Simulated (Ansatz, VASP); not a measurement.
This is a calculation of SnTe for VASP 6.6.1.

INCAR

```
PREC = Accurate
ENCUT = 520
EDIFF = 1E-7
ISMEAR = -1
SIGMA = 0.05
LREAL = F
LASPH = T
NELM = 100
ALGO = Normal
ISIF = 2
LWAVE = F
LCHARG = F
GGA = B5
ALDAX = 1.0
AGGAX = 1.0
AGGAC = 1.0
ALDAC = 0.0
IVDW = 13
VDW_S6 = 1.0
VDW_S8 = 2.34076671
VDW_A1 = 0.44488865
VDW_A2 = 4.0933009
NBANDS = 17
```

Contents of KPOINTS:

```
Automatic mesh
0
Gamma
  7 7 7
```

POSCAR

```
SnTe
1.0
    0.0000000000      3.1297027185      3.1297027185
    3.1297027185      0.0000000000      3.1297027185
    3.1297027185      3.1297027185      0.0000000000
Te Sn
1 1
Direct
    0.5000000000      0.5000000000      0.5000000000
    0.0000000000      0.0000000000      0.0000000000
```

Potentials or basis: VASP PAW PBE potentials, release 64 (Te, Sn_d).

Run with:

```bash
$ cat potpaw_PBE.64/Te/POTCAR potpaw_PBE.64/Sn_d/POTCAR > POTCAR
$ mpirun -np 1 vasp_std > vasp.out
```

Set up the same calculation for Ansatz 0.2.0. Potentials there: Ansatz PAW.

As run (the cutoff follows the program's own potentials):

Contents of input.yaml:

```yaml
crystal:
  lattice:
    - [0.0, 3.1297027185, 3.1297027185]
    - [3.1297027185, 0.0, 3.1297027185]
    - [3.1297027185, 3.1297027185, 0.0]
  atoms:
    - { symbol: Te, position: [0.5, 0.5, 0.5] }
    - { symbol: Sn, position: [0.0, 0.0, 0.0] }
hamiltonian:
  xc: blyp
  pseudopotentials: { kind: paw }
  dispersion: d4
kpoints:
  mp_grid: { grid: [7, 7, 7] }
scf:
  occupations: { method: fermi_dirac, width: 0.05 }
output:
  forces: true
  stress: true
  eigenvalues: true
```

Potentials or basis: Ansatz PAW.

Launch:

```bash
$ ansatz run input.yaml --threads 2 --pin off --max-ram 5120MiB --backend cpu --events-out ev --progress --plain --runs-dir out
```

Both were run:

|  | VASP | Ansatz | Ansatz less VASP |
| --- | --- | --- | --- |
| pressure (GPa) | 3.0 | 2.8 | -0.13 |

VASP's potentials were made for PBE, not for BLYP. VASP's potentials hold 20 valence electrons a cell and Ansatz's 30, so a difference there can come from the potentials and not from the codes.

Spin-orbit coupling is off throughout.
